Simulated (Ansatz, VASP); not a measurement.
## One calculation of Pb, two programs

INCAR

```
SYSTEM = Pb
  PREC = Accurate
  ENCUT = 520
  EDIFF = 1E-7
  ISMEAR = 0
  SIGMA = 0.15
  LREAL = .False.
  LASPH = .True.
  NELM = 60
  ALGO = Fast
  ISIF = 2
  LWAVE = .False.
  LCHARG = .False.
  GGA = PS
  NBANDS = 13
```

The input KPOINTS:

```
Automatic mesh
0
Gamma
  16 16 16
  0 0 0
```

POSCAR

```
Pb
1.0
    0.0000000000      2.6673840000      2.2722160000
    2.6673840000      0.0000000000      2.2722160000
    2.6673840000      2.6673840000      0.0000000000
Pb
1
Direct
    0.0000000000      0.0000000000      0.0000000000
```

Input for Ansatz:

```yaml
crystal:
  lattice:
    - [0.0, 2.667384, 2.272216]
    - [2.667384, 0.0, 2.272216]
    - [2.667384, 2.667384, 0.0]
  atoms:
    - { symbol: Pb, position: [0.0, 0.0, 0.0] }
basis:
  ecutwfc: 420
kpoints:
  mp_grid: { grid: [16, 16, 16] }
hamiltonian:
  xc: pbesol
scf:
  occupations: { method: gaussian, width: 0.15 }
output:
  forces: true
  stress: true
  eigenvalues: true
```

Change from the starting cell: strain +0.080 along x and y, -0.080 along z, atoms carried along.

Alike in both runs: task single point; functional PBEsol; k mesh 16 × 16 × 16; occupations gaussian, width 0.15 eV; no spin polarisation.

|  | VASP | Ansatz |
| --- | --- | --- |
| version | VASP 6.6.1 | Ansatz 0.2.0 |
| potentials or method | VASP PAW PBE potentials, release 64 (Pb_d), cutoff 520 eV | scalar-relativistic, plane waves, PAW |
| valence electrons in the cell | 14 | 14 |

```tsv
	VASP	Ansatz	Ansatz less VASP
gap on the k mesh at the Fermi level (eV)	none	none	-
pressure (GPa)	-2.9	-2.9	+0.04
traceless stress, the component that is largest in VASP (GPa)	0.70	0.70	-0.002
```

VASP's potentials were made for PBE, not for PBEsol. A gap of «none» marks a metal or a gap that the smearing closes.

Neither program's run includes spin-orbit coupling.
